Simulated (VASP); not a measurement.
# TaSi2: single point with PBEsol+D3(BJ)

The system is TaSi2.

```
Ta Si
1.0
     4.71192    0.00000    0.00000
    -2.35596    4.08064    0.00000
     0.00000    0.00000    6.52056
Ta Si
3 6
Direct
  0.00000 0.50000 0.16667
  0.50000 0.50000 0.83333
  0.50000 0.00000 0.50000
  0.31932 0.15966 0.16667
  0.15966 0.84034 0.83333
  0.84034 0.68068 0.50000
  0.68068 0.84034 0.16667
  0.84034 0.15966 0.83333
  0.15966 0.31932 0.50000
```

* Program: VASP 6.6.1
* Task: single point
* Functional: PBEsol
* Dispersion: D3(BJ)
* Potentials or basis: VASP PAW PBE potentials, release 64 (Ta_pv, Si)
* Cutoff: 520 eV
* k mesh: 7 × 7 × 4
* Occupations: fermi-dirac, width 0.05 eV
* Spin: no spin polarisation

```
Pressure                   : -0.8 GPa
Dispersion energy per atom : -0.551 eV
```

Forces on the atoms (eV/Å):
```
Ta   0.000  0.000  0.000
Ta   0.000  0.000  0.000
Ta   0.000  0.000  0.000
Si  -0.003 -0.001  0.000
Si  -0.003  0.001  0.000
Si   0.000  0.003  0.000
Si   0.003  0.001  0.000
Si   0.003 -0.001  0.000
Si   0.000 -0.003  0.000
```

Stress tensor (GPa, compression positive):
```
-0.81  0.00  0.00
 0.00 -0.81  0.00
 0.00  0.00 -0.71
```

Levels at points of the mesh, in eV from the Fermi level:
```csv
k point,band 25,band 26,band 27,band 28,band 29,band 30,band 31,band 32,band 33,band 34
"(0.00, 0.00, 0.00)",-2.52,-2.37,-2.26,-2.26,-1.47,0.68,3.11,3.11,3.69,3.73
"(0.00, 0.00, 0.50)",-2.37,-1.92,-1.76,-1.76,1.10,1.10,2.84,2.84,3.57,3.58
```

Wall time 99 s on 1 thread of Intel(R) Xeon(R) Platinum 8375C CPU @ 2.90GHz (Ice Lake), with other jobs on the host, peak memory 0.29 GiB.

Caveat: three body term missing; the PAW data sets were made with another functional, which shifts forces and pressure a little; spin-orbit coupling is left out, which moves the levels of the heavy elements; pairwise dispersion overbinds metals, which lowers pressure and volume.
